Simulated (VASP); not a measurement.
Here is a VASP 6.6.1 calculation.

Contents of INCAR:

```
SYSTEM = SnO
  ALGO = Normal
  EDIFF = 1E-6
  ENCUT = 520
  GGA = PE
  ISIF = 2
  ISMEAR = 0
  IVDW = 12
  LASPH = .TRUE.
  LCHARG = .TRUE.
  LELF = .TRUE.
  LREAL = .FALSE.
  LVHAR = .TRUE.
  LWAVE = .FALSE.
  NBANDS = 28
  NELM = 80
  PREC = Accurate
  SIGMA = 0.02
```

Contents of KPOINTS:

```
k-points
0
G
  6 6 4
  0 0 0
```

The input POSCAR:

```
SnO
1.0
    3.7352900000      0.0000000000      0.0000000000
    0.0000000000      3.7352900000      0.0000000000
    0.0000000000      0.0000000000      5.0062855501
Sn O
2 2
Direct
    0.5000000000      0.0000000000      0.2369000000
    0.0000000000      0.5000000000      0.7631000000
    0.0000000000      0.0000000000      0.0000000000
    0.5000000000      0.5000000000      0.0000000000
```

Potentials or basis: VASP PAW PBE potentials, release 64 (Sn_d, O).

Run with:

```bash
$ cat potpaw_PBE.64/Sn_d/POTCAR potpaw_PBE.64/O/POTCAR > POTCAR
$ mpirun -np 1 vasp_std > vasp.out
```

Problem. Estimate the band gap on the k mesh.

Solution. Zero (bands 20 and 21 overlap by 0.13 eV).

Problem. What does it give for the largest force?

Solution. 0.375 eV/Å.

Forces on the atoms (eV/Å):
```
Sn   0.000  0.000  0.375
Sn   0.000  0.000 -0.375
O    0.000  0.000  0.000
O    0.000  0.000  0.000
```

Caveat: three body term missing; semilocal functionals underestimate gaps, so a narrow gap can read as zero; spin-orbit coupling is left out, which moves the levels of the heavy elements.
